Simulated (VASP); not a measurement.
# H (I4/mmm) in VASP: further runs, part 2 of 2

VASP 6.6.1. Earlier steps stand in the parts before.

### 4 Single point, PBE (volume changed by -10%)

File INCAR:

```
PREC = Accurate ; ENCUT = 500
EDIFF = 1E-6 ; ISMEAR = 0
SIGMA = 0.01 ; LREAL = False
LASPH = True ; NELM = 120
ALGO = Normal ; ISIF = 2
LWAVE = False ; LCHARG = False
GGA = PE ; NBANDS = 8
GGA_COMPAT = False
```

File KPOINTS:

```
regular mesh
0
Gamma
  4 4 4
```

File POSCAR:

```
H
1.0
   -1.8019736173      1.8019736173      2.2705185312
    1.8019736173     -1.8019736173      2.2705185312
    1.8019736173      1.8019736173     -2.2705185312
H
2
Direct
    0.9211472140      0.9211472140      0.0000000000
    0.0788527860      0.0788527860      0.0000000000
```

Potentials or basis: VASP PAW PBE potentials, release 64 (H).

Started as:

```
> cat potpaw_PBE.64/H/POTCAR > POTCAR
> mpirun -np 1 vasp_std > vasp.out
```

OUTCAR:

```text
PREC = Accurate
   ENCUT = 500
   EDIFF = 1E-6
   ISMEAR = 0
   LREAL = False
   LASPH = True
   NELM = 120
   ISIF = 2
   GGA = PE

 ion  position               nearest neighbor table
   1  0.921  0.921  0.000-   2 0.72
   2  0.079  0.079  0.000-   1 0.72

  LATTYP: Found a body centered tetragonal cell.
 ALAT       =     3.6039472346
 C/A-ratio  =     1.2600176326

  Lattice vectors:

 A1 = (  -1.8019736173,   1.8019736173,   2.2705185312)
 A2 = (   1.8019736173,  -1.8019736173,   2.2705185312)
 A3 = (   1.8019736173,   1.8019736173,  -2.2705185312)

Analysis of symmetry for initial positions (statically):
=====================================================================
 Subroutine PRICEL returns:
 Original cell was already a primitive cell.

 Routine SETGRP: Setting up the symmetry group for a
 body centered tetragonal supercell.

 Subroutine GETGRP returns: Found 16 space group operations
 (whereof 16 operations were pure point group operations)
 out of a pool of 16 trial point group operations.

[... 152 lines left out ...]

 val. band max:       -8.9357988747   @ k =   0.5000   0.5000   0.5000
 cond. band min:       0.6324578714   @ k =   0.5000   0.0000  -0.0000
 fundamental gap:      9.5682567461
 Fermi energy:        -8.8935644010

 k-point     1 :       0.0000    0.0000    0.0000
  band No.  band energies     occupation
      1     -10.4283      2.00000
      2       3.5572      0.00000
      3       7.6856      0.00000
      4      12.8468      0.00000
      5      12.8468      0.00000
      6      14.9222      0.00000
      7      14.9222      0.00000
      8      16.0356      0.00000
[... 122 lines left out ...]
 k-point    13 :       0.5000    0.5000    0.5000
  band No.  band energies     occupation
      1      -8.9358      2.00000
      2       1.4694      0.00000
      3       6.2971      0.00000
      4       6.9381      0.00000
      5       6.9381      0.00000
      6       9.0125      0.00000
      7      19.8346      0.00000
      8      19.8483      0.00000

------------------------ aborting loop because EDIFF is reached ----------------------------------------

  FORCE on cell =-STRESS in cart. coord.  units (eV):
  Direction    XX          YY          ZZ          XY          YZ          ZX
  --------------------------------------------------------------------------------------
  -------------------------------------------------------------------------------------
  Total       -0.0278238     -0.0278238      0.9028005      0.0000000      0.0000000      0.0000000
  in kB       -1.5116312     -1.5116312     49.0479050      0.0000000      0.0000000      0.0000000
  external PRESSURE =      15.3415476 kB  Pullay stress =       0.0000000 kB

 VOLUME and BASIS-vectors are now :
 -----------------------------------------------------------------------------
  energy-cutoff  :      500.00
  volume of cell :       29.49
      direct lattice vectors                 reciprocal lattice vectors
    -1.801973617  1.801973617  2.270518531     0.000000000  0.277473541  0.220214014
     1.801973617 -1.801973617  2.270518531     0.277473541  0.000000000  0.220214014
     1.801973617  1.801973617 -2.270518531     0.277473541  0.277473541  0.000000000

 POSITION                                       TOTAL-FORCE (eV/Angst)
 -----------------------------------------------------------------------------------
      0.00000      0.00000      4.18296         0.000000      0.000000     -1.315596
      0.00000      0.00000      0.35807        -0.000000     -0.000000      1.315596
 -----------------------------------------------------------------------------------
    total drift:                               -0.000000     -0.000000      0.000000

  FREE ENERGIE OF THE ION-ELECTRON SYSTEM (eV)
  ---------------------------------------------------
  free  energy   TOTEN  =        -6.7667976121 eV

  energy  without entropy=       -6.7667976121  energy(sigma->0) =       -6.76679761
```

stdout:

```text
POSCAR found type information on POSCAR H
 POSCAR found :  1 types and       2 ions
 scaLAPACK will be used
 LDA part: xc-table for (Slater+PW92), standard interpolation
 POSCAR, INCAR and KPOINTS ok, starting setup
 FFT: planning ... GRIDC
 FFT: planning ... GRID_SOFT
 FFT: planning ... GRID
 WAVECAR not read
 entering main loop
```

Run time: 3.3 s. Hardware: 1 thread of Intel Xeon 6975P-C (Granite Rapids), shared host; peak memory 0.14 GiB.

What came out:

```yaml
Free_energy: -6.7668 eV
Pressure: 1.5 GPa
Largest_force: 1.316 eV/Å
Band_gap_on_the_k_mesh: 9.57 eV, indirect (least direct gap 10.06 eV)
```

Forces in eV/Å, atoms in the order of the input:
```
H    0.000  0.000 -1.316
H    0.000  0.000  1.316
```

Stress tensor (GPa, compression positive):
```
-0.15  0.00  0.00
 0.00 -0.15  0.00
 0.00  0.00  4.90
```

Levels at points of the mesh, in eV from the valence-band top:
```
           k point  band 1  band 2  band 3  band 4  band 5  band 6
(0.00, 0.00, 0.00)   -1.49   12.49   16.62   21.78   21.78   23.86
(0.50, 0.00, 0.00)   -0.49    9.57   15.98   17.87   19.34   22.09
(0.50, 0.50, 0.00)   -0.32   11.09   13.93   15.53   17.79   18.85
(0.50, 0.50, 0.50)    0.00   10.41   15.23   15.87   15.87   17.95
```

Caveat: the k points lie up to 0.62 Å⁻¹ apart; forces of over 1 eV/Å act on the atoms, so gaps and moduli don't describe the material at rest. A k mesh can miss the band edges.

### 5 Single point, PBE (volume changed by +5%)

File INCAR:

```
SYSTEM = H
PREC = Accurate
ENCUT = 500
EDIFF = 1E-6
ISMEAR = 0
SIGMA = 0.01
LREAL = .False.
LASPH = .True.
NELM = 120
ALGO = Normal
ISIF = 2
LWAVE = .False.
LCHARG = .True.
GGA = PE
LELF = .True.
LVHAR = .True.
NBANDS = 8
GGA_COMPAT = .False.
```

File KPOINTS:

```
Automatic mesh
0
Gamma
  4 4 4
  0 0 0
```

File POSCAR:

```
H
1.0
   -1.8969855587      1.8969855587      2.3902352527
    1.8969855587     -1.8969855587      2.3902352527
    1.8969855587      1.8969855587     -2.3902352527
H
2
Direct
    0.9211472140      0.9211472140      0.0000000000
    0.0788527860      0.0788527860      0.0000000000
```

Started as:

```
> cat potpaw_PBE.64/H/POTCAR > POTCAR
> mpirun -np 1 vasp_std > vasp.out
```

Run time: 3.4 s. Hardware: 1 thread of Intel Xeon 6975P-C (Granite Rapids), shared host; peak memory 0.14 GiB.

It converged, with:

```yaml
Free_energy: -6.7885 eV
Pressure: -0.3 GPa
Largest_force: 0.112 eV/Å
Band_gap_on_the_k_mesh: 9.36 eV, indirect (least direct gap 9.75 eV)
```

Forces in eV/Å, atoms in the order of the input:
```
H    0.000  0.000  0.112
H    0.000  0.000 -0.112
```

Stress tensor (GPa, compression positive):
```
-0.20  0.00  0.00
 0.00 -0.20  0.00
 0.00  0.00 -0.64
```

Levels at points of the mesh, in eV from the valence-band top:
| k point | band 1 | band 2 | band 3 | band 4 | band 5 |
| --- | --- | --- | --- | --- | --- |
| (0.00, 0.00, 0.00) | -1.18 | 11.76 | 15.32 | 20.38 | 20.38 |
| (0.50, 0.00, 0.00) | -0.39 | 9.36 | 15.08 | 16.61 | 18.19 |
| (0.50, 0.50, 0.00) | -0.26 | 10.81 | 13.05 | 14.76 | 16.83 |
| (0.50, 0.50, 0.50) | 0.00 | 10.00 | 14.55 | 15.09 | 15.09 |

Caveat: the k points lie up to 0.59 Å⁻¹ apart. A k mesh can miss the band edges.

### 6 Single point, PBE (volume changed by +10%)

File INCAR:

```
SYSTEM = H
  ALGO = Normal
  EDIFF = 1E-6
  ENCUT = 500
  GGA = PE
  GGA_COMPAT = .FALSE.
  ISIF = 2
  ISMEAR = 0
  LASPH = .TRUE.
  LCHARG = .TRUE.
  LELF = .TRUE.
  LREAL = .FALSE.
  LVHAR = .TRUE.
  LWAVE = .FALSE.
  NBANDS = 8
  NELM = 120
  PREC = Accurate
  SIGMA = 0.01
```

File KPOINTS:

```
k-points
0
G
  4 4 4
  0 0 0
```

File POSCAR:

```
H
1.0
   -1.9266307464      1.9266307464      2.4275887119
    1.9266307464     -1.9266307464      2.4275887119
    1.9266307464      1.9266307464     -2.4275887119
H
2
Direct
    0.9211472140      0.9211472140      0.0000000000
    0.0788527860      0.0788527860      0.0000000000
```

Potentials or basis: VASP PAW PBE potentials, release 64 (H).

Started as:

```
> cat potpaw_PBE.64/H/POTCAR > POTCAR
> mpirun -np 1 vasp_std > vasp.out
```

OUTCAR:

```text
SYSTEM = H
   EDIFF = 1E-6
   ENCUT = 500
   GGA = PE
   ISIF = 2
   ISMEAR = 0
   LASPH = .TRUE.
   LREAL = .FALSE.
   NELM = 120
   PREC = Accurate

 ion  position               nearest neighbor table
   1  0.921  0.921  0.000-   2 0.77
   2  0.079  0.079  0.000-   1 0.77

  LATTYP: Found a body centered tetragonal cell.
 ALAT       =     3.8532614928
 C/A-ratio  =     1.2600176326

  Lattice vectors:

 A1 = (  -1.9266307464,   1.9266307464,   2.4275887119)
[... 314 lines left out ...]
      8      16.8366      0.00000

------------------------ aborting loop because EDIFF is reached ----------------------------------------

  FORCE on cell =-STRESS in cart. coord.  units (eV):
  Direction    XX          YY          ZZ          XY          YZ          ZX
  --------------------------------------------------------------------------------------
  -------------------------------------------------------------------------------------
  Total       -0.0449177     -0.0449177     -0.4305241      0.0000000      0.0000000      0.0000000
  in kB       -1.9966220     -1.9966220    -19.1370920      0.0000000      0.0000000      0.0000000
  external PRESSURE =      -7.7101120 kB  Pullay stress =       0.0000000 kB

 VOLUME and BASIS-vectors are now :
 -----------------------------------------------------------------------------
  energy-cutoff  :      500.00
  volume of cell :       36.04
      direct lattice vectors                 reciprocal lattice vectors
    -1.926630746  1.926630746  2.427588712     0.000000000  0.259520409  0.205965697
     1.926630746 -1.926630746  2.427588712     0.259520409  0.000000000  0.205965697
     1.926630746  1.926630746 -2.427588712     0.259520409  0.259520409  0.000000000

 POSITION                                       TOTAL-FORCE (eV/Angst)
 -----------------------------------------------------------------------------------
      0.00000      0.00000      4.47233        -0.000000     -0.000000      0.491066
      0.00000      0.00000      0.38284         0.000000      0.000000     -0.491066
 -----------------------------------------------------------------------------------
    total drift:                               -0.000000     -0.000000      0.000000

  FREE ENERGIE OF THE ION-ELECTRON SYSTEM (eV)
  ---------------------------------------------------
  free  energy   TOTEN  =        -6.7845395767 eV

  energy  without entropy=       -6.7845395767  energy(sigma->0) =       -6.78453958
```

Wall time 3.5 s (1 thread of Intel Xeon 6975P-C (Granite Rapids), shared host); peak memory 0.14 GiB.

What came out:

```yaml
Free_energy: -6.7845 eV
Pressure: -0.8 GPa
Largest_force: 0.491 eV/Å
Band_gap_on_the_k_mesh: 9.29 eV, indirect (least direct gap 9.65 eV)
```

Forces on the atoms (eV/Å):
```
H    0.000  0.000  0.491
H    0.000  0.000 -0.491
```

Stress tensor (GPa, compression positive):
```
-0.20  0.00  0.00
 0.00 -0.20  0.00
 0.00  0.00 -1.91
```

Caveat: the k points lie up to 0.58 Å⁻¹ apart.

### 7 Overview

```tsv
cell	gap on the mesh (eV)	pressure (GPa)	largest force (eV/Å)
a = 3.535 Å, angles 116.3, 116.3, 96.6°, 2 atoms	9.43	0.2	0.31
a = 3.475 Å, angles 116.3, 116.3, 96.6°, 2 atoms	9.50	0.8	0.78
a = 3.413 Å, angles 116.3, 116.3, 96.6°, 2 atoms	9.57	1.5	1.32
a = 3.593 Å, angles 116.3, 116.3, 96.6°, 2 atoms	9.36	-0.3	0.11
a = 3.649 Å, angles 116.3, 116.3, 96.6°, 2 atoms	9.29	-0.8	0.49
```

Alike in all rows: task single point; level PBE; potentials or basis VASP PAW PBE potentials, release 64 (H); no spin polarisation; k mesh 4 × 4 × 4; cutoff (eV) 500; smearing gaussian 0.01 eV.

Caveats: all runs use coarse meshes; forces of over 1 eV/Å act on the atoms, so gaps and moduli don't describe the material at rest (some runs).

Absolute energies hang on the potentials; compare differences alone.
